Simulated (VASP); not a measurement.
# AlN (F-43m) in VASP: a series of runs

The runs below take AlN through single point, with PBEsol, revPBE.

Program: VASP 6.6.1. These are calculated values, not measurements. Logs are shortened: lines on timing, memory, paths and dates and some standing lists are left out, and cuts for length are marked.

### 1 The cell of the first run

Symmetry: F-43m, No. 216, cubic system. Conventional cell: a = 4.377 Å, b = 4.377 Å, c = 4.377 Å, α = 90.00°, β = 90.00°, γ = 90.00°. Al (site symmetry -43m) has 4 N at 1.90 Å within 2.5 Å. Within 2.5 Å of N (site symmetry -43m) lie 4 Al at 1.90 Å.

### 2 Single point, PBEsol

Input file INCAR:

```
SYSTEM = AlN
PREC = Accurate
ENCUT = 520
EDIFF = 1E-6
ISMEAR = -1
SIGMA = 0.05
LREAL = .False.
LASPH = .True.
NELM = 80
ALGO = Normal
ISIF = 2
LWAVE = .False.
LCHARG = .False.
GGA = PS
NBANDS = 11
```

Input file KPOINTS:

```
regular mesh
0
Gamma
  10 10 10
  0 0 0
```

Input file POSCAR:

```
AlN
1.0
    0.0000000000      2.1886810828      2.1886810828
    2.1886810828      0.0000000000      2.1886810828
    2.1886810828      2.1886810828      0.0000000000
Al N
1 1
Direct
    0.0000000000      0.0000000000      0.0000000000
    0.2500000000      0.2500000000      0.2500000000
```

Potentials or basis: VASP PAW PBE potentials, release 64 (Al, N).

Command:

```
> cat potpaw_PBE.64/Al/POTCAR potpaw_PBE.64/N/POTCAR > POTCAR
> mpirun -np 1 vasp_std > vasp.out
```

OUTCAR:

```text
SYSTEM = AlN
   PREC = Accurate
   ENCUT = 520
   EDIFF = 1E-6
   ISMEAR = -1
   LREAL = .False.
   LASPH = .True.
   NELM = 80
   ISIF = 2
   GGA = PS

 ion  position               nearest neighbor table
   1  0.000  0.000  0.000-   2 1.90   2 1.90   2 1.90   2 1.90
   2  0.250  0.250  0.250-   1 1.90   1 1.90   1 1.90   1 1.90

  LATTYP: Found a face centered cubic cell.
 ALAT       =     4.3773621656

  Lattice vectors:

 A1 = (   0.0000000000,   2.1886810828,   2.1886810828)
 A2 = (   2.1886810828,   0.0000000000,   2.1886810828)
 A3 = (   2.1886810828,   2.1886810828,   0.0000000000)

Analysis of symmetry for initial positions (statically):
=====================================================================
 Subroutine PRICEL returns:
 Original cell was already a primitive cell.

 Routine SETGRP: Setting up the symmetry group for a
 face centered cubic supercell.

 Subroutine GETGRP returns: Found 24 space group operations
 (whereof 24 operations were pure point group operations)
 out of a pool of 48 trial point group operations.

The static configuration has the point symmetry T_d .

Analysis of symmetry for dynamics (positions and initial velocities):
=====================================================================
 Subroutine PRICEL returns:
 Original cell was already a primitive cell.

 Routine SETGRP: Setting up the symmetry group for a
 face centered cubic supercell.

 Subroutine GETGRP returns: Found 24 space group operations
 (whereof 24 operations were pure point group operations)
 out of a pool of 48 trial point group operations.

The dynamic configuration has the point symmetry T_d .

 Subroutine INISYM returns: Found 24 space group operations
 (whereof 24 operations are pure point group operations),
 and found     1 'primitive' translations

----------------------------------------------------------------------------------------

                                     Primitive cell

  volume of cell :      20.9690

  direct lattice vectors                    reciprocal lattice vectors
     0.000000000  2.188681083  2.188681083    -0.228448084  0.228448084  0.228448084
     2.188681083  0.000000000  2.188681083     0.228448084 -0.228448084  0.228448084
     2.188681083  2.188681083  0.000000000     0.228448084  0.228448084 -0.228448084

  length of vectors
     3.095262471  3.095262471  3.095262471     0.395683688  0.395683688  0.395683688

  position of ions in fractional coordinates (direct lattice)
     0.000000000  0.000000000  0.000000000
     0.250000000  0.250000000  0.250000000

  ion indices of the primitive-cell ions
   primitive index   ion index
                 1           1
                 2           2

----------------------------------------------------------------------------------------

 KPOINTS: regular mesh

Automatic generation of k-mesh.
 Grid dimensions read from file:
 generate k-points for:   10   10   10

 Generating k-lattice:

  Cartesian coordinates                     Fractional coordinates (reciprocal lattice)
    -0.022844808  0.022844808  0.022844808     0.100000000  0.000000000  0.000000000
     0.022844808 -0.022844808  0.022844808     0.000000000  0.100000000  0.000000000
     0.022844808  0.022844808 -0.022844808     0.000000000  0.000000000  0.100000000

  Length of vectors
     0.039568369  0.039568369  0.039568369

  Shift w.r.t. Gamma in fractional coordinates (k-lattice)
     0.000000000  0.000000000  0.000000000

 Subroutine IBZKPT returns following result:
 ===========================================

 Found     47 irreducible k-points:

 Following reciprocal coordinates:
            Coordinates               Weight
  0.000000  0.000000  0.000000      1.000000
  0.100000  0.000000  0.000000      8.000000
  0.200000  0.000000  0.000000      8.000000
  0.300000  0.000000  0.000000      8.000000
  0.400000  0.000000  0.000000      8.000000
  0.500000  0.000000  0.000000      4.000000
[... 16 lines left out ...]
  0.300000  0.300000  0.000000      6.000000
  0.400000  0.300000  0.000000     24.000000
 [... further k-points ...]
   k-points           NKPTS =     47   k-points in BZ     NKDIM =     47   number of bands    NBANDS=     11
   number of dos      NEDOS =    301   number of ions     NIONS =      2
   total plane-waves  NPLWV =  13824
   dimension x,y,z NGX =    24 NGY =   24 NGZ =   24
   dimension x,y,z NGXF=    48 NGYF=   48 NGZF=   48
   ions per type =               1   1
   NGX,Y,Z   is equivalent  to a cutoff of  12.89, 12.89, 12.89 a.u.
   NGXF,Y,Z  is equivalent  to a cutoff of  25.78, 25.78, 25.78 a.u.
 SYSTEM =  AlN
   PREC   = accura    normal or accurate (medium, high low for compatibility)
   ISTART =      0    job   : 0-new  1-cont  2-samecut
   ICHARG =      2    charge: 1-file 2-atom 10-const
   ISPIN  =      1    spin polarized calculation?
   LNONCOLLINEAR =      F non collinear calculations
   LSORBIT =      F    spin-orbit coupling
   LASPH  =      T    aspherical Exc in radial PAW
   ENCUT  =  520.0 eV  38.22 Ry    6.18 a.u.   5.76  5.76  5.76*2*pi/ulx,y,z
   NELM   =     80;   NELMIN=  2; NELMDL= -5     # of ELM steps
   EDIFF  = 0.1E-05   stopping-criterion for ELM
   LREAL  =      F    real-space projection
   EDIFFG = 0.1E-04   stopping-criterion for IOM
   NSW    =      0    number of steps for IOM
   IBRION =     -1    ionic relax: 0-MD 1-quasi-New 2-CG
   NFREE  =      0    steps in history (QN), initial steepest desc. (CG)
   ISIF   =      2    stress and relaxation
   ISYM   =      2    0-nonsym 1-usesym 2-fastsym
   POTIM  = 0.5000    time-step for ionic-motion
   TEBEG  =    0.0;   TEEND  =   0.0 temperature during run
   PSTRESS=    0.0 pullay stress
   NELECT =       8.0000    total number of electrons
   NUPDOWN=      -1.0000    fix difference up-down
   EMIN   =  10.00;   EMAX   =-10.00  energy-range for DOS
   EFERMI =   0.00;   METHOD = LEGACY
   ISMEAR =    -1;   SIGMA  =   0.05  broadening in eV -4-tet -1-fermi 0-gaus
   EFERMI_NEDOS =   21; number of points for ismear=-14 and -15
   IALGO  =     38    algorithm
   IMIX   =      4    mixing-type and parameters
     AMIX     =   0.40;   BMIX     =  1.00
     AMIX_MAG =   1.60;   BMIX_MAG =  1.00
  volume/ion in A,a.u.               =      10.48        70.75
  Fermi-wavevector in a.u.,A,eV,Ry     =   1.187351  2.243767 19.181516  1.409802
  Thomas-Fermi vector in A             =   2.323504
   LORBIT       =      0    0 simple, 1 ext, 2 COOP (PROOUT), +10 PAW based schemes
   GGA     = PS    functional components
   LHFCALC =     F    Hartree Fock is set to
   AEXX    =    0.0000 exact exchange contribution
   IVDW    =     0    specifies the selected vdW correction
   LEPSILON=     F    determine dielectric tensor
   LRPA    =     F    only Hartree local field effects (RPA)
 non-spin polarized calculation
  energy-cutoff  :      520.00
  volume of cell :       20.97
 maximum number of plane-waves:       588
   NGX = 11   NGY = 11   NGZ = 11

 number of electron       8.0000000 magnetization

 Free energy of the ion-electron system (eV)
  ---------------------------------------------------
  ext. energy  EPLUGINS =         0.00000000
  ---------------------------------------------------
  free energy    TOTEN  =       -15.61137174 eV

  energy without entropy =      -15.61137174  energy(sigma->0) =      -15.61137174

 E-fermi :   6.9122     XC(G=0): -11.1011

 val. band max:        5.8176738384   @ k =   0.0000   0.0000   0.0000
 cond. band min:       9.0014712524   @ k =   0.5000   0.5000   0.0000
 fundamental gap:      3.1837974140
 Fermi energy:         6.9121842256

 k-point     1 :       0.0000    0.0000    0.0000
  band No.  band energies     occupation
      1      -9.1031      2.00000
      2       5.8177      2.00000
      3       5.8177      2.00000
      4       5.8177      2.00000
      5       9.8939      0.00000
      6      18.2235      0.00000
      7      18.2235      0.00000
      8      18.2235      0.00000
      9      23.3538      0.00000
     10      23.3538      0.00000
     11      24.6937      0.00000

 k-point     2 :       0.1000    0.0000    0.0000
  band No.  band energies     occupation
      1      -8.9563      2.00000
      2       4.9974      2.00000
      3       5.7658      2.00000
      4       5.7658      2.00000
      5      10.5597      0.00000
      6      17.8329      0.00000
      7      18.3569      0.00000
      8      18.3569      0.00000
      9      22.0828      0.00000
     10      22.0828      0.00000
     11      23.8874      0.00000

 k-point     3 :       0.2000    0.0000    0.0000
  band No.  band energies     occupation
      1      -8.5378      2.00000
      2       3.3857      2.00000
      3       5.6365      2.00000
      4       5.6365      2.00000
      5      11.6799      0.00000
      6      17.0319      0.00000
      7      18.2869      0.00000
      8      18.2869      0.00000
      9      21.5493      0.00000
     10      21.5493      0.00000
     11      23.0162      0.00000

 k-point     4 :       0.3000    0.0000    0.0000
  band No.  band energies     occupation
      1      -7.9285      2.00000
      2       1.7352      2.00000
      3       5.4885      2.00000
      4       5.4885      2.00000
      5      12.5097      0.00000
      6      16.2772      0.00000
      7      17.6276      0.00000
      8      17.6276      0.00000
      9      22.6007      0.00000
     10      22.6007      0.00000
     11      22.8273      0.00000
[... 239 lines left out ...]
 k-point    22 :      -0.2000    0.2000    0.0000
  band No.  band energies     occupation
      1      -7.7284      2.00000
      2       2.0399      2.00000
      3       4.1145      2.00000
      4       5.5628      2.00000
      5      13.2542      0.00000
      6      15.6197      0.00000
      7      17.0599      0.00000
      8      18.1670      0.00000
      9      20.6238      0.00000
     10      24.0511      0.00000
     11      26.9622      0.00000

 k-point    23 :       0.3000    0.3000    0.0000
  band No.  band energies     occupation
      1      -7.5504      2.00000
      2       2.2862      2.00000
      3       4.5715      2.00000
      4       4.5715      2.00000
      5      11.0184      0.00000
      6      15.3503      0.00000
      7      17.5445      0.00000
      8      20.1491      0.00000
      9      20.1491      0.00000
     10      26.0333      0.00000
     11      29.3691      0.00000

 k-point    24 :       0.4000    0.3000    0.0000
  band No.  band energies     occupation
      1      -7.0831      2.00000
      2       1.6497      2.00000
      3       4.1047      2.00000
      4       4.4074      2.00000
      5      10.6028      0.00000
      6      15.1832      0.00000
      7      17.9145      0.00000
      8      20.2348      0.00000
      9      20.7378      0.00000
     10      26.9415      0.00000
     11      29.1692      0.00000

 [... further k-points ...]

------------------------ aborting loop because EDIFF is reached ----------------------------------------

  FORCE on cell =-STRESS in cart. coord.  units (eV):
  Direction    XX          YY          ZZ          XY          YZ          ZX
  --------------------------------------------------------------------------------------
  -------------------------------------------------------------------------------------
  Total        0.0013699      0.0013699      0.0013699      0.0000000      0.0000000      0.0000000
  in kB        0.1046732      0.1046732      0.1046732      0.0000000      0.0000000      0.0000000
  external PRESSURE =       0.1046732 kB  Pullay stress =       0.0000000 kB

 VOLUME and BASIS-vectors are now :
 -----------------------------------------------------------------------------
  energy-cutoff  :      520.00
  volume of cell :       20.97
      direct lattice vectors                 reciprocal lattice vectors
     0.000000000  2.188681083  2.188681083    -0.228448084  0.228448084  0.228448084
     2.188681083  0.000000000  2.188681083     0.228448084 -0.228448084  0.228448084
     2.188681083  2.188681083  0.000000000     0.228448084  0.228448084 -0.228448084

 POSITION                                       TOTAL-FORCE (eV/Angst)
 -----------------------------------------------------------------------------------
      0.00000      0.00000      0.00000         0.000000     -0.000000      0.000000
      1.09434      1.09434      1.09434        -0.000000      0.000000     -0.000000
 -----------------------------------------------------------------------------------
    total drift:                                0.000000      0.000000      0.000000

  FREE ENERGIE OF THE ION-ELECTRON SYSTEM (eV)
  ---------------------------------------------------
  free  energy   TOTEN  =       -15.6113717402 eV

  energy  without entropy=      -15.6113717402  energy(sigma->0) =      -15.61137174
```

Run time: 12 s. Hardware: 1 thread of Intel Xeon 8259CL, shared host; peak memory 0.13 GiB.

What came out:

```yaml
Free_energy: -15.6114 eV
Pressure: 0.0 GPa
Band_gap_on_the_k_mesh: 3.18 eV, indirect (least direct gap 4.08 eV)
```

Levels at points of the mesh, in eV from the valence-band top:
| k point | band 1 | band 2 | band 3 | band 4 | band 5 | band 6 | band 7 | band 8 | band 9 |
| --- | --- | --- | --- | --- | --- | --- | --- | --- | --- |
| (0.00, 0.00, 0.00) | -14.92 | 0.00 | 0.00 | 0.00 | 4.08 | 12.41 | 12.41 | 12.41 | 17.54 |
| (0.50, 0.00, 0.00) | -12.86 | -5.89 | -0.48 | -0.48 | 7.23 | 9.72 | 11.00 | 11.00 | 17.74 |
| (0.50, 0.50, 0.00) | -12.22 | -4.93 | -1.78 | -1.78 | 3.18 | 8.44 | 13.79 | 15.55 | 15.55 |

Caveat: the PAW data sets were made with another functional, which shifts forces and pressure a little. A k mesh can miss the band edges.

[end of part 1 of 2]
